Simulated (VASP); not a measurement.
# TiB (F-43m) in VASP: notebook, part 2 of 2

VASP 6.6.1.

## 3. Single point, PBEsol (volume scaled by 0.88)

Input file INCAR:

```
SYSTEM = TiB
PREC = Accurate
ENCUT = 520
EDIFF = 1E-6
ISMEAR = 0
SIGMA = 0.1
LREAL = .FALSE.
LASPH = .TRUE.
NELM = 80
ALGO = Normal
ISIF = 2
LWAVE = .FALSE.
LCHARG = .FALSE.
GGA = PS
NBANDS = 14
```

Input file KPOINTS:

```
regular mesh
0
G
  14 14 14
  0 0 0
```

Input file POSCAR:

```
TiB
1.0
    0.0000000000      2.3509983265      2.3509983265
    2.3509983265      0.0000000000      2.3509983265
    2.3509983265      2.3509983265      0.0000000000
Ti B
1 1
Direct
    0.7500000000      0.7500000000      0.7500000000
    0.0000000000      0.0000000000      0.0000000000
```

Potentials or basis: VASP PAW PBE potentials, release 64 (Ti_sv, B).

The run is started by

```console
$ cat potpaw_PBE.64/Ti_sv/POTCAR potpaw_PBE.64/B/POTCAR > POTCAR
$ mpirun -np 1 vasp_std > vasp.out
```

OUTCAR:

```text
SYSTEM = TiB
   PREC = Accurate
   ENCUT = 520
   EDIFF = 1E-6
   ISMEAR = 0
   LREAL = .FALSE.
   LASPH = .TRUE.
   NELM = 80
   ISIF = 2
   GGA = PS

 ion  position               nearest neighbor table
   1  0.750  0.750  0.750-   2 2.04   2 2.04   2 2.04   2 2.04
   2  0.000  0.000  0.000-   1 2.04   1 2.04   1 2.04   1 2.04

  LATTYP: Found a face centered cubic cell.
 ALAT       =     4.7019966530

  Lattice vectors:

 A1 = (   0.0000000000,   2.3509983265,   2.3509983265)
 A2 = (   2.3509983265,   0.0000000000,   2.3509983265)
 A3 = (   2.3509983265,   2.3509983265,   0.0000000000)

Analysis of symmetry for initial positions (statically):
=====================================================================
 Subroutine PRICEL returns:
 Original cell was already a primitive cell.

 Routine SETGRP: Setting up the symmetry group for a
 face centered cubic supercell.

 Subroutine GETGRP returns: Found 24 space group operations
 (whereof 24 operations were pure point group operations)
 out of a pool of 48 trial point group operations.

The static configuration has the point symmetry T_d .

Analysis of symmetry for dynamics (positions and initial velocities):
[... 169 lines left out ...]
      1     -49.6657      2.00000
      2     -25.9800      2.00000
      3     -25.9800      2.00000
      4     -25.9800      2.00000
      5      -2.3595      2.00000
      6       4.6163      2.00000
      7       4.6163      2.00000
      8       4.6163      2.00000
      9       8.3011      0.00000
     10       8.3011      0.00000
     11      15.1434      0.00000
     12      15.5721      0.00000
     13      15.5721      0.00000
     14      15.5721      0.00000
[... 377 lines left out ...]
      1     -49.6497      2.00000
      2     -26.0984      2.00000
      3     -26.0153      2.00000
      4     -26.0121      2.00000
      5      -1.0191      2.00000
      6       3.8225      2.00000
      7       5.0865      2.00000
      8       5.1809      2.00000
      9       7.5777      0.00000
     10       8.6006      0.00000
     11      12.6690      0.00000
     12      13.7765      0.00000
     13      14.6821      0.00000
     14      16.9152      0.00000

 [... further k-points ...]
[... 5 lines left out ...]
  --------------------------------------------------------------------------------------
  -------------------------------------------------------------------------------------
  Total        2.8235673      2.8235673      2.8235673      0.0000000      0.0000000     -0.0000000
  in kB      174.0691362    174.0691362    174.0691362      0.0000000      0.0000000     -0.0000000
  external PRESSURE =     174.0691362 kB  Pullay stress =       0.0000000 kB

 VOLUME and BASIS-vectors are now :
 -----------------------------------------------------------------------------
  energy-cutoff  :      520.00
  volume of cell :       25.99
      direct lattice vectors                 reciprocal lattice vectors
     0.000000000  2.350998327  2.350998327    -0.212675609  0.212675609  0.212675609
     2.350998327  0.000000000  2.350998327     0.212675609 -0.212675609  0.212675609
     2.350998327  2.350998327  0.000000000     0.212675609  0.212675609 -0.212675609

 POSITION                                       TOTAL-FORCE (eV/Angst)
 -----------------------------------------------------------------------------------
      3.52650      3.52650      3.52650         0.000000     -0.000000      0.000000
      0.00000      0.00000      0.00000        -0.000000      0.000000     -0.000000
 -----------------------------------------------------------------------------------
    total drift:                                0.000001      0.000001      0.000001

  FREE ENERGIE OF THE ION-ELECTRON SYSTEM (eV)
  ---------------------------------------------------
  free  energy   TOTEN  =       -13.6540665355 eV

  energy  without entropy=      -13.6468686439  energy(sigma->0) =      -13.65046759
```

OSZICAR:

```text
N       E                     dE             d eps       ncg     rms          rms(c)
DAV:   1     0.120078508506E+03    0.12008E+03   -0.78862E+03  2912   0.122E+03
DAV:   2    -0.603021154123E+01   -0.12611E+03   -0.12067E+03  2978   0.327E+02
DAV:   3    -0.166741284026E+02   -0.10644E+02   -0.10300E+02  4812   0.852E+01
DAV:   4    -0.172133836178E+02   -0.53926E+00   -0.53889E+00  3350   0.148E+01
DAV:   5    -0.172247218602E+02   -0.11338E-01   -0.11338E-01  3964   0.200E+00    0.160E+01
DAV:   6    -0.136929086201E+02    0.35318E+01   -0.90851E+00  4204   0.433E+01    0.389E+00
DAV:   7    -0.136319565223E+02    0.60952E-01   -0.97724E-01  3164   0.132E+01    0.312E+00
DAV:   8    -0.136497597151E+02   -0.17803E-01   -0.50411E-02  4202   0.258E+00    0.969E-01
DAV:   9    -0.136539045644E+02   -0.41448E-02   -0.15623E-02  3344   0.177E+00    0.775E-02
DAV:  10    -0.136540913626E+02   -0.18680E-03   -0.13255E-03  3544   0.324E-01    0.995E-02
DAV:  11    -0.136540965584E+02   -0.51958E-05   -0.49769E-05  3566   0.605E-02    0.886E-02
DAV:  12    -0.136540668014E+02    0.29757E-04   -0.59477E-05  3422   0.954E-02    0.561E-03
DAV:  13    -0.136540665355E+02    0.26584E-06   -0.22677E-06  3152   0.179E-02
   1 F= -.13654067E+02 E0= -.13650468E+02  d E =-.719789E-02
```

It took 18 s on 1 thread of Intel Xeon 6975P-C (Granite Rapids), shared host; peak memory 0.18 GiB.

Results:

| Property | Result |
| --- | --- |
| Free energy | -13.6541 eV |
| Pressure | 17.4 GPa |

Caveat: the PAW data sets were made with another functional, which shifts forces and pressure a little.

## 4. Single point, PBEsol (volume scaled by 0.91)

Input file INCAR:

```
ALGO = Normal ; EDIFF = 1E-6
ENCUT = 520 ; GGA = PS
ISIF = 2 ; ISMEAR = 0
LASPH = T ; LCHARG = F
LREAL = F ; LWAVE = F
NBANDS = 14 ; NELM = 100
PREC = Accurate ; SIGMA = 0.1
```

Input file KPOINTS:

```
k-points
0
Gamma
  14 14 14
```

Input file POSCAR:

```
TiB
1.0
    0.0000000000      2.3774162492      2.3774162492
    2.3774162492      0.0000000000      2.3774162492
    2.3774162492      2.3774162492      0.0000000000
Ti B
1 1
Direct
    0.7500000000      0.7500000000      0.7500000000
    0.0000000000      0.0000000000      0.0000000000
```

The run is started by

```console
$ cat potpaw_PBE.64/Ti_sv/POTCAR potpaw_PBE.64/B/POTCAR > POTCAR
$ mpirun -np 1 vasp_std > vasp.out
```

Wall time 18 s (1 thread of Intel Xeon 6975P-C (Granite Rapids), shared host); peak memory 0.18 GiB.

The run converged. Its results:

```
Free energy : -13.7357 eV
Pressure    : 12.2 GPa
```

Levels at points of the mesh, in eV from the Fermi level:
| k point | band 6 | band 7 | band 8 | band 9 | band 10 | band 11 |
| --- | --- | --- | --- | --- | --- | --- |
| (0.00, 0.00, 0.00) | -1.16 | -1.16 | -1.16 | 2.40 | 2.40 | 9.05 |
| (0.50, 0.00, 0.00) | -2.46 | -0.68 | -0.68 | 2.90 | 2.90 | 3.76 |
| (0.50, 0.50, 0.00) | -3.21 | 0.64 | 1.06 | 1.06 | 3.24 | 4.26 |

Caveat: the PAW data sets were made with another functional, which shifts forces and pressure a little.

## 5. Single point, PBEsol (volume scaled by 0.94)

Input file INCAR:

```
PREC = Accurate
ENCUT = 520
EDIFF = 1E-6
ISMEAR = 0
SIGMA = 0.1
LREAL = F
LASPH = T
NELM = 80
ALGO = Normal
ISIF = 2
LWAVE = F
LCHARG = F
GGA = PS
NBANDS = 14
```

Input file KPOINTS:

```
regular mesh
0
Gamma
  14 14 14
```

Input file POSCAR:

```
TiB
1.0
    0.0000000000      2.4032597549      2.4032597549
    2.4032597549      0.0000000000      2.4032597549
    2.4032597549      2.4032597549      0.0000000000
Ti B
1 1
Direct
    0.7500000000      0.7500000000      0.7500000000
    0.0000000000      0.0000000000      0.0000000000
```

The run is started by

```console
$ cat potpaw_PBE.64/Ti_sv/POTCAR potpaw_PBE.64/B/POTCAR > POTCAR
$ mpirun -np 1 vasp_std > vasp.out
```

Wall time 19 s (1 thread of Intel Xeon 6975P-C (Granite Rapids), shared host); peak memory 0.18 GiB.

It converged, with:

* Free energy: -13.7901 eV
* Pressure: 7.5 GPa

Levels at points of the mesh, in eV from the Fermi level:
```tsv
k point	band 6	band 7	band 8	band 9	band 10	band 11
(0.00, 0.00, 0.00)	-1.11	-1.11	-1.11	2.32	2.32	8.80
(0.50, 0.00, 0.00)	-2.43	-0.64	-0.64	2.80	2.80	3.61
(0.50, 0.50, 0.00)	-3.10	0.63	1.00	1.00	3.13	4.13
```

Caveat: the PAW data sets were made with another functional, which shifts forces and pressure a little.

## 6. Single point, PBEsol (volume scaled by 0.97)

Input file INCAR:

```
SYSTEM = TiB
  PREC = Accurate
  ENCUT = 520
  EDIFF = 1E-6
  ISMEAR = 0
  SIGMA = 0.1
  LREAL = .False.
  LASPH = .True.
  NELM = 100
  ALGO = Normal
  ISIF = 2
  LWAVE = .False.
  LCHARG = .False.
  GGA = PS
  NBANDS = 14
```

Input file KPOINTS:

```
Automatic mesh
0
Gamma
  14 14 14
  0 0 0
```

Input file POSCAR:

```
TiB
1.0
    0.0000000000      2.4285590852      2.4285590852
    2.4285590852      0.0000000000      2.4285590852
    2.4285590852      2.4285590852      0.0000000000
Ti B
1 1
Direct
    0.7500000000      0.7500000000      0.7500000000
    0.0000000000      0.0000000000      0.0000000000
```

Potentials or basis: VASP PAW PBE potentials, release 64 (Ti_sv, B).

The run is started by

```console
$ cat potpaw_PBE.64/Ti_sv/POTCAR potpaw_PBE.64/B/POTCAR > POTCAR
$ mpirun -np 1 vasp_std > vasp.out
```

It took 20 s on 1 thread of Intel Xeon 6975P-C (Granite Rapids), shared host; peak memory 0.18 GiB.

Results (log left out):

* Free energy: -13.8209 eV
* Pressure: 3.5 GPa

Levels at points of the mesh, in eV from the Fermi level:
```
           k point  band 4  band 5  band 6  band 7  band 8  band 9  band 10  band 11  band 12  band 13
(0.00, 0.00, 0.00)  -32.08   -7.90   -1.06   -1.06   -1.06    2.26     2.26     8.56     8.93     8.93
(0.50, 0.00, 0.00)  -32.11   -5.46   -2.39   -0.61   -0.61    2.70     2.70     3.47     6.77     6.77
(0.50, 0.50, 0.00)  -32.15   -4.58   -3.00    0.63    0.96    0.96     3.02     4.00     4.00     4.27
```

Caveat: the PAW data sets were made with another functional, which shifts forces and pressure a little.

## 7. Summary

```tsv
task	cell	k mesh	cutoff (eV)	gap on the mesh (eV)	pressure (GPa)
relaxation of cell and atoms	relaxed from a = 2.971 Å, angles 60.0°, 2 atoms	8 × 8 × 8	600	none	0.1
single point	a = 3.325 Å, angles 60.0°, 2 atoms	14 × 14 × 14	520	none	17.4
single point	a = 3.362 Å, angles 60.0°, 2 atoms	14 × 14 × 14	520	none	12.2
single point	a = 3.399 Å, angles 60.0°, 2 atoms	14 × 14 × 14	520	none	7.5
single point	a = 3.435 Å, angles 60.0°, 2 atoms	14 × 14 × 14	520	none	3.5
```

Alike in all rows: level PBEsol; potentials or basis VASP PAW PBE potentials, release 64 (Ti_sv, B); no spin polarisation; smearing gaussian 0.1 eV.

Caveats: the PAW data sets were made with another functional, which shifts forces and pressure a little.

Absolute energies hang on the potentials; compare differences alone.
